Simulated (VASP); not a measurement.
# TiO2 (R-3m) in VASP: a series of runs, part 2 of 2

VASP 6.6.1. Earlier steps stand in the parts before.

**5. Single point, PBEsol**

This run uses another cell than the first one, of 18.07 Å³/atom.

INCAR

```
SYSTEM = TiO2
ALGO = Normal
EDIFF = 1E-6
ENCUT = 520
GGA = PS
ISIF = 2
ISMEAR = 0
LASPH = .True.
LCHARG = .False.
LREAL = .False.
LWAVE = .False.
NBANDS = 19
NELM = 100
PREC = Accurate
SIGMA = 0.01
```

KPOINTS

```
k-points
0
Gamma
  7 7 7
  0 0 0
```

POSCAR

```
TiO2
1.0
    1.4973310000      0.8644850000      6.9815440000
   -1.4973310000      0.8644850000      6.9815440000
    0.0000000000     -1.7289690000      6.9815440000
Ti O
1 2
Direct
    0.0000000000      0.0000000000      0.0000000000
    0.6204670000      0.6204670000      0.6204670000
    0.3795330000      0.3795330000      0.3795330000
```

Potentials or basis: VASP PAW PBE potentials, release 64 (Ti_sv, O).

Launch:

```
> cat potpaw_PBE.64/Ti_sv/POTCAR potpaw_PBE.64/O/POTCAR > POTCAR
> mpirun -np 1 vasp_std > vasp.out
```

OUTCAR:

```text
SYSTEM = TiO2
   EDIFF = 1E-6
   ENCUT = 520
   GGA = PS
   ISIF = 2
   ISMEAR = 0
   LASPH = .True.
   LREAL = .False.
   NELM = 100
   PREC = Accurate

 ion  position               nearest neighbor table
   1  0.000  0.000  0.000-   2 1.98   2 1.98   3 1.98   3 1.98   2 1.98   3 1.98
   2  0.620  0.620  0.620-   1 1.98   1 1.98   1 1.98
   3  0.380  0.380  0.380-   1 1.98   1 1.98   1 1.98

  LATTYP: Found a trigonal (rhomboedric) cell.
 ALAT       =     7.1924468064
 COS(alpha) =     0.9133212835

  Lattice vectors:

 A1 = (   1.4973310000,   0.8644850000,   6.9815440000)
 A2 = (  -1.4973310000,   0.8644850000,   6.9815440000)
 A3 = (   0.0000000000,  -1.7289690000,   6.9815440000)

Analysis of symmetry for initial positions (statically):
=====================================================================
 Subroutine PRICEL returns:
 Original cell was already a primitive cell.

 Routine SETGRP: Setting up the symmetry group for a
 trigonal (rhombohedral) supercell.

 Subroutine GETGRP returns: Found 12 space group operations
 (whereof 12 operations were pure point group operations)
 out of a pool of 12 trial point group operations.

The static configuration has the point symmetry D_3d.

Analysis of symmetry for dynamics (positions and initial velocities):
=====================================================================
 Subroutine PRICEL returns:
 Original cell was already a primitive cell.

 Routine SETGRP: Setting up the symmetry group for a
 trigonal (rhombohedral) supercell.

 Subroutine GETGRP returns: Found 12 space group operations
 (whereof 12 operations were pure point group operations)
 out of a pool of 12 trial point group operations.

The dynamic configuration has the point symmetry D_3d.

 Subroutine INISYM returns: Found 12 space group operations
 (whereof 12 operations are pure point group operations),
 and found     1 'primitive' translations

[... 116 lines left out ...]
     AMIX_MAG =   1.60;   BMIX_MAG =  1.00
  volume/ion in A,a.u.               =      18.07       121.97
  Fermi-wavevector in a.u.,A,eV,Ry     =   1.247630  2.357680 21.178580  1.556582
  Thomas-Fermi vector in A             =   2.381754
   LORBIT       =      0    0 simple, 1 ext, 2 COOP (PROOUT), +10 PAW based schemes
   GGA     = PS    functional components
   LHFCALC =     F    Hartree Fock is set to
   AEXX    =    0.0000 exact exchange contribution
   IVDW    =     0    specifies the selected vdW correction
   LEPSILON=     F    determine dielectric tensor
   LRPA    =     F    only Hartree local field effects (RPA)
 non-spin polarized calculation
 Gauss-broadening in eV      SIGMA  =   0.01
  energy-cutoff  :      520.00
  volume of cell :       54.22
 maximum number of plane-waves:      1507
 NGX is ok and might be reduce to    54
   NGX = 27   NGY = 27   NGZ = 27

 number of electron      24.0000006 magnetization

 Free energy of the ion-electron system (eV)
  ---------------------------------------------------
  ext. energy  EPLUGINS =         0.00000000
  ---------------------------------------------------
  free energy    TOTEN  =       -27.63093220 eV

  energy without entropy =      -27.63093220  energy(sigma->0) =      -27.63093220

 E-fermi :  -1.0846     XC(G=0):  -7.7380

 val. band max:       -1.1677082428   @ k =  -0.1429   0.1429   0.0000
 cond. band min:       1.4603368269   @ k =   0.0000   0.0000   0.0000
 fundamental gap:      2.6280450697
 Fermi energy:        -1.0846396343

 k-point     1 :       0.0000    0.0000    0.0000
  band No.  band energies     occupation
      1     -57.3066      2.00000
      2     -33.6784      2.00000
      3     -33.3973      2.00000
      4     -33.3973      2.00000
      5     -18.5072      2.00000
      6     -16.7244      2.00000
[... 505 lines left out ...]
      6     -17.0463      2.00000
[... 11 lines left out ...]
     18       7.8339      0.00000
     19       9.8554      0.00000

 [... further k-points ...]

------------------------ aborting loop because EDIFF is reached ----------------------------------------

  FORCE on cell =-STRESS in cart. coord.  units (eV):
  Direction    XX          YY          ZZ          XY          YZ          ZX
  --------------------------------------------------------------------------------------
  -------------------------------------------------------------------------------------
  Total       -1.5636619     -1.5636626     -0.7931746      0.0000000     -0.0000000      0.0000000
  in kB      -46.2035761    -46.2035987    -23.4369750      0.0000000     -0.0000011      0.0000000
  external PRESSURE =     -38.6147166 kB  Pullay stress =       0.0000000 kB

 VOLUME and BASIS-vectors are now :
 -----------------------------------------------------------------------------
  energy-cutoff  :      520.00
  volume of cell :       54.22
      direct lattice vectors                 reciprocal lattice vectors
     1.497331000  0.864485000  6.981544000     0.333927502  0.192793086  0.047744921
    -1.497331000  0.864485000  6.981544000    -0.333927502  0.192793086  0.047744921
     0.000000000 -1.728969000  6.981544000     0.000000000 -0.385586172  0.047744949

 POSITION                                       TOTAL-FORCE (eV/Angst)
 -----------------------------------------------------------------------------------
      0.00000      0.00000      0.00000         0.000000     -0.000000      0.000000
      0.00000      0.00000     12.99545         0.000000      0.000000      0.385570
      0.00000      0.00000      7.94918         0.000000     -0.000000     -0.385570
 -----------------------------------------------------------------------------------
    total drift:                                0.000000     -0.000000     -0.000000

  FREE ENERGIE OF THE ION-ELECTRON SYSTEM (eV)
  ---------------------------------------------------
  free  energy   TOTEN  =       -27.6309322045 eV

  energy  without entropy=      -27.6309322045  energy(sigma->0) =      -27.63093220
```

OSZICAR:

```text
N       E                     dE             d eps       ncg     rms          rms(c)
DAV:   1     0.271518339141E+03    0.27152E+03   -0.12599E+04  1672   0.131E+03
DAV:   2    -0.787396219597E+01   -0.27939E+03   -0.26747E+03  2004   0.380E+02
DAV:   3    -0.340969810771E+02   -0.26223E+02   -0.26035E+02  1898   0.126E+02
DAV:   4    -0.355617180307E+02   -0.14647E+01   -0.14624E+01  2560   0.263E+01
DAV:   5    -0.355827376215E+02   -0.21020E-01   -0.21018E-01  1938   0.312E+00    0.217E+01
DAV:   6    -0.284852292326E+02    0.70975E+01   -0.40977E+01  2040   0.749E+01    0.971E+00
DAV:   7    -0.278416701527E+02    0.64356E+00   -0.11033E+01  1829   0.300E+01    0.699E+00
DAV:   8    -0.276612497376E+02    0.18042E+00   -0.17122E+00  1708   0.153E+01    0.192E+00
DAV:   9    -0.276650268529E+02   -0.37771E-02   -0.14517E-01  2070   0.315E+00    0.178E+00
DAV:  10    -0.276351352836E+02    0.29892E-01   -0.64683E-02  1816   0.287E+00    0.838E-01
DAV:  11    -0.276307884522E+02    0.43468E-02   -0.32690E-02  1801   0.200E+00    0.164E-01
DAV:  12    -0.276308649991E+02   -0.76547E-04   -0.35448E-03  1750   0.770E-01    0.127E-01
DAV:  13    -0.276309704360E+02   -0.10544E-03   -0.64519E-04  1734   0.188E-01    0.523E-02
DAV:  14    -0.276309571671E+02    0.13269E-04   -0.25747E-04  1939   0.166E-01    0.495E-02
DAV:  15    -0.276309331482E+02    0.24019E-04   -0.13762E-04  1705   0.143E-01    0.109E-02
DAV:  16    -0.276309322045E+02    0.94370E-06   -0.95359E-06  2114   0.297E-02
   1 F= -.27630932E+02 E0= -.27630932E+02  d E =-.106567E-33
```

Wall time 5.8 min (1 thread of Intel Xeon 8259CL, shared host); peak memory 0.4 GiB.

Results:

| Property | Result |
| --- | --- |
| Free energy | -27.6309 eV |
| Pressure | -3.9 GPa |
| Largest force | 0.386 eV/Å |
| Band gap on the k mesh | 2.63 eV (least direct gap 2.83 eV) |

Forces in eV/Å, atoms in the order of the input:
```
Ti   0.000  0.000  0.000
O    0.000  0.000  0.386
O    0.000  0.000 -0.386
```

Stress tensor (GPa, compression positive):
```
-4.62  0.00  0.00
 0.00 -4.62  0.00
 0.00  0.00 -2.34
```

Caveat: the cell stands under tension; the PAW data sets were made with another functional, which shifts forces and pressure a little; an odd mesh through Γ misses points on the zone boundary, where band edges can lie.

**6. Overview**

```csv
cell,gap on the mesh (eV),pressure (GPa),largest force (eV/Å)
"a = 7.046 Å, angles 24.0°, 3 atoms",2.82,4.5,0.56
"a = 7.095 Å, angles 24.0°, 3 atoms",2.76,1.5,0.22
"a = 7.144 Å, angles 24.0°, 3 atoms",2.69,-1.4,0.10
"a = 7.192 Å, angles 24.0°, 3 atoms",2.63,-3.9,0.39
```

Alike in all rows: task single point; level PBEsol; potentials or basis VASP PAW PBE potentials, release 64 (Ti_sv, O); no spin polarisation; k mesh 7 × 7 × 7; cutoff (eV) 520; smearing gaussian 0.01 eV.

Caveats: the PAW data sets were made with another functional, which shifts forces and pressure a little; an odd mesh through Γ misses points on the zone boundary, where band edges can lie; the cell stands under pressure (at least some runs); the cell stands under tension (at least some runs).

Total energies depend on the potentials used, so only differences within one code and one set of settings carry meaning.
